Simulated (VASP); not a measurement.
A run of VASP 6.6.1 is set up as follows.

Contents of INCAR:

```
  PREC = Accurate
  ENCUT = 600
  EDIFF = 1E-6
  ISMEAR = 0
  SIGMA = 0.05
  LREAL = False
  LASPH = True
  NELM = 120
  ALGO = Normal
  ISIF = 2
  LWAVE = False
  LCHARG = False
  GGA = B5
  ALDAX = 1.0
  AGGAX = 1.0
  AGGAC = 1.0
  ALDAC = 0.0
  NBANDS = 37
  GGA_COMPAT = False
```

Contents of KPOINTS:

```
regular mesh
0
Gamma
  6 6 6
```

File POSCAR:

```
Ag2O
1.0
    4.9355941281      0.0000000000      0.0000000000
    0.0000000000      4.9355941281      0.0000000000
    0.0000000000      0.0000000000      4.9355941281
Ag O
4 2
Direct
    0.7500000000      0.7500000000      0.7500000000
    0.7500000000      0.2500000000      0.2500000000
    0.2500000000      0.2500000000      0.7500000000
    0.2500000000      0.7500000000      0.2500000000
    0.0000000000      0.0000000000      0.0000000000
    0.5000000000      0.5000000000      0.5000000000
```

Potentials or basis: VASP PAW PBE potentials, release 64 (Ag, O).

Command:

```console
$ cat potpaw_PBE.64/Ag/POTCAR potpaw_PBE.64/O/POTCAR > POTCAR
$ mpirun -np 1 vasp_std > vasp.out
```

(1) What does it give for the pressure?

(2) Predict the band gap on the k mesh.

## Answers

(1) -1.1 GPa.

(2) zero (filled and empty bands touch).

Caveat: the PAW data sets were made with another functional, which shifts forces and pressure a little.
